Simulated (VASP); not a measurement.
# TiAl3: single point with BLYP

The system is TiAl3.

```xyz
4
Lattice="-1.9399 1.9399 4.3676 1.9399 -1.9399 4.3676 1.9399 1.9399 -4.3676" Properties=species:S:1:pos:R:3 pbc="T T T"
Ti    0.0000    0.0000    0.0000
Al    1.9399    0.0000    2.1838
Al    0.0000    1.9399    2.1838
Al    0.0000    0.0000    4.3676
```

```yaml
Program: VASP 6.6.1
Task: single point
Functional: BLYP
Potentials_or_basis: VASP PAW PBE potentials, release 64 (Ti_sv, Al)
Cutoff: 520 eV
k_mesh: 10 × 10 × 10
Occupations: fermi-dirac, width 0.05 eV
Spin: no spin polarisation
```

* Pressure: 0.2 GPa
* Band gap on the k mesh: zero (an odd number of electrons rules out a gap without spin polarisation)

Levels at points of the mesh, in eV from the Fermi level:
```tsv
k point	band 9	band 10	band 11	band 12	band 13	band 14
(0.00, 0.00, 0.00)	-1.15	-1.15	0.75	1.72	1.72	2.04
(0.50, 0.00, 0.00)	-1.02	-0.22	0.48	1.70	2.06	2.57
(0.50, 0.50, 0.00)	-2.54	-2.13	-0.92	1.66	1.82	2.68
(0.50, 0.50, 0.50)	-0.88	-0.15	0.68	0.68	0.85	3.16
```

Run time: 2.5 min on 1 thread of Intel(R) Xeon(R) Platinum 8259CL CPU @ 2.50GHz (Skylake/Cascade Lake) (shared host), peak memory 0.3 GiB.

Caveat: the PAW data sets were made with another functional, which shifts forces and pressure a little.
